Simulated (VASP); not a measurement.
# Ge (I4_1/amd) in VASP: notebook, part 2 of 2

VASP 6.6.1. The steps go on from the part before.

## 3. Single point, LDA (volume scaled by 0.96)

File INCAR:

```
ALGO     = Normal         # electronic algorithm
EDIFF    = 1E-6           # SCF threshold, eV
ENCUT    = 520            # plane-wave cutoff, eV
GGA      = CA             # functional
ISIF     = 2              # what is computed and relaxed
ISMEAR   = -1             # smearing method
LASPH    = T              # aspherical terms in the spheres
LCHARG   = F              # write CHGCAR
LREAL    = F              # projectors in reciprocal space
LWAVE    = F              # write WAVECAR
NBANDS   = 21             # bands
NELM     = 100            # most SCF steps
PREC     = Accurate       # precision mode
SIGMA    = 0.05           # smearing width, eV
```

File KPOINTS:

```
k-points
0
Gamma
  11 11 11
```

File POSCAR:

```
Ge
1.0
   -2.5396950521      2.5396950521      1.3785263734
    2.5396950521     -2.5396950521      1.3785263734
    2.5396950521      2.5396950521     -1.3785263734
Ge
2
Direct
    0.5000000000      0.5000000000      0.0000000000
    0.2500000000      0.7500000000      0.5000000000
```

Potentials or basis: VASP PAW LDA potentials, release 64 (Ge_d).

Command:

```
> cat potpaw_LDA.64/Ge_d/POTCAR > POTCAR
> mpirun -np 1 vasp_std > vasp.out
```

OUTCAR:

```text
EDIFF = 1E-6
   ENCUT = 520
   GGA = CA
   ISIF = 2
   ISMEAR = -1
   LASPH = T
   LREAL = F
   NELM = 100
   PREC = Accurate

 ion  position               nearest neighbor table
   1  0.500  0.500  0.000-   2 2.63   2 2.63   2 2.63   2 2.63
   2  0.250  0.750  0.500-   1 2.63   1 2.63   1 2.63   1 2.63

  LATTYP: Found a body centered tetragonal cell.
 ALAT       =     5.0793901042
 C/A-ratio  =     0.5427920853

  Lattice vectors:

 A1 = (  -2.5396950521,   2.5396950521,   1.3785263734)
 A2 = (   2.5396950521,  -2.5396950521,   1.3785263734)
 A3 = (   2.5396950521,   2.5396950521,  -1.3785263734)

Analysis of symmetry for initial positions (statically):
=====================================================================
 Subroutine PRICEL returns:
 Original cell was already a primitive cell.

 Routine SETGRP: Setting up the symmetry group for a
 body centered tetragonal supercell.

 Subroutine GETGRP returns: Found 16 space group operations
 (whereof  8 operations were pure point group operations)
 out of a pool of 16 trial point group operations.

[... 152 lines left out ...]
   NGX = 15   NGY = 15   NGZ = 15

 number of electron      27.9999994 magnetization

 Free energy of the ion-electron system (eV)
  ---------------------------------------------------
  ext. energy  EPLUGINS =         0.00000000
  ---------------------------------------------------
  free energy    TOTEN  =       -10.03136436 eV

  energy without entropy =      -10.02345595  energy(sigma->0) =      -10.02741015

 E-fermi :   7.0141     XC(G=0): -11.8155

 val. band max:        6.9889409051   @ k =  -0.1818  -0.1818   0.0909
 cond. band min:       7.0328327674   @ k =  -0.1818  -0.4545   0.0909
 fundamental gap:      0.0438918623
 Fermi energy:         7.0140888812

 k-point     1 :       0.0000    0.0000    0.0000
  band No.  band energies     occupation
      1     -17.8934      2.00000
      2     -17.8425      2.00000
      3     -17.8101      2.00000
      4     -17.8075      2.00000
      5     -17.6875      2.00000
      6     -17.6875      2.00000
[... 565 lines left out ...]
     20      19.5021      0.00000
     21      19.9593      0.00000

 [... further k-points ...]
[... 5 lines left out ...]
  --------------------------------------------------------------------------------------
  -------------------------------------------------------------------------------------
  Total        0.1844157      0.1844157      0.1573824      0.0000000      0.0000000      0.0000000
  in kB        8.3075002      8.3075002      7.0897101      0.0000000      0.0000000      0.0000000
  external PRESSURE =       7.9015702 kB  Pullay stress =       0.0000000 kB

 VOLUME and BASIS-vectors are now :
 -----------------------------------------------------------------------------
  energy-cutoff  :      520.00
  volume of cell :       35.57
      direct lattice vectors                 reciprocal lattice vectors
    -2.539695052  2.539695052  1.378526373     0.000000000  0.196874030  0.362706155
     2.539695052 -2.539695052  1.378526373     0.196874030  0.000000000  0.362706155
     2.539695052  2.539695052 -1.378526373     0.196874030  0.196874030  0.000000000

 POSITION                                       TOTAL-FORCE (eV/Angst)
 -----------------------------------------------------------------------------------
      0.00000      0.00000      1.37853         0.000000      0.000000     -0.000000
      2.53970      0.00000      0.68926        -0.000000     -0.000000      0.000000
 -----------------------------------------------------------------------------------
    total drift:                                0.000000     -0.000000      0.000000

  FREE ENERGIE OF THE ION-ELECTRON SYSTEM (eV)
  ---------------------------------------------------
  free  energy   TOTEN  =       -10.0313643565 eV

  energy  without entropy=      -10.0234559522  energy(sigma->0) =      -10.02741015
```

stdout:

```text
POSCAR found type information on POSCAR Ge
 POSCAR found :  1 types and       2 ions
 scaLAPACK will be used
 LDA part: xc-table for (Slater(with rela. corr.)+CA(PZ))
 , standard interpolation
 POSCAR, INCAR and KPOINTS ok, starting setup
 FFT: planning ... GRIDC
 FFT: planning ... GRID_SOFT
 FFT: planning ... GRID
 WAVECAR not read
 entering main loop
```

It took 38 s on 1 thread of AMD EPYC 9R45 (Zen 5), shared host; peak memory 0.17 GiB.

What came out:

```
Free energy            : -10.0314 eV
Pressure               : 0.8 GPa
Band gap on the k mesh : zero (band 14 reaches 8.80 eV, above the bottom of band 15 at 3.87 eV)
```

Levels at points of the mesh, in eV from the Fermi level:
```csv
k point,band 12,band 13,band 14,band 15,band 16,band 17
"(0.00, 0.00, 0.00)",-4.05,-2.48,-2.48,3.25,7.76,7.76
```

## 4. Single point, LDA (volume scaled by 0.98)

File INCAR:

```
SYSTEM = Ge
  PREC = Accurate
  ENCUT = 520
  EDIFF = 1E-7
  ISMEAR = -1
  SIGMA = 0.05
  LREAL = .FALSE.
  LASPH = .TRUE.
  NELM = 80
  ALGO = Normal
  ISIF = 2
  LWAVE = .FALSE.
  LCHARG = .FALSE.
  GGA = CA
  NBANDS = 21
```

File KPOINTS:

```
regular mesh
0
G
  11 11 11
  0 0 0
```

File POSCAR:

```
Ge
1.0
   -2.5572107439      2.5572107439      1.3880337523
    2.5572107439     -2.5572107439      1.3880337523
    2.5572107439      2.5572107439     -1.3880337523
Ge
2
Direct
    0.5000000000      0.5000000000      0.0000000000
    0.2500000000      0.7500000000      0.5000000000
```

Command:

```
> cat potpaw_LDA.64/Ge_d/POTCAR > POTCAR
> mpirun -np 1 vasp_std > vasp.out
```

It took 42 s on 1 thread of AMD EPYC 9R45 (Zen 5), shared host; peak memory 0.17 GiB.

It converged, with:

```yaml
Free_energy: -10.0317 eV
Pressure: -0.9 GPa
Band_gap_on_the_k_mesh: zero (band 14 reaches 8.50 eV, above the bottom of band 15 at 3.72 eV)
```

Stress tensor (GPa, compression positive):
```
-0.83  0.00  0.00
 0.00 -0.83  0.00
 0.00  0.00 -1.03
```

Levels at points of the mesh, in eV from the Fermi level:
```csv
k point,band 10,band 11,band 12,band 13,band 14,band 15,band 16,band 17,band 18,band 19
"(0.00, 0.00, 0.00)",-24.54,-13.50,-4.11,-2.41,-2.41,3.30,7.63,7.63,8.21,8.40
```

## 5. Summary

| cell | gap on the mesh (eV) | pressure (GPa) |
| --- | --- | --- |
| a = 3.820 Å, angles 97.4, 97.4, 138.0°, 2 atoms | none | 2.7 |
| a = 3.847 Å, angles 97.4, 97.4, 138.0°, 2 atoms | none | 0.8 |
| a = 3.874 Å, angles 97.4, 97.4, 138.0°, 2 atoms | none | -0.9 |

Alike in all rows: task single point; level LDA; potentials or basis VASP PAW LDA potentials, release 64 (Ge_d); no spin polarisation; k mesh 11 × 11 × 11; cutoff (eV) 520; smearing fermi-dirac 0.05 eV.

Total energies depend on the potentials used, so only differences within one code and one set of settings carry meaning.
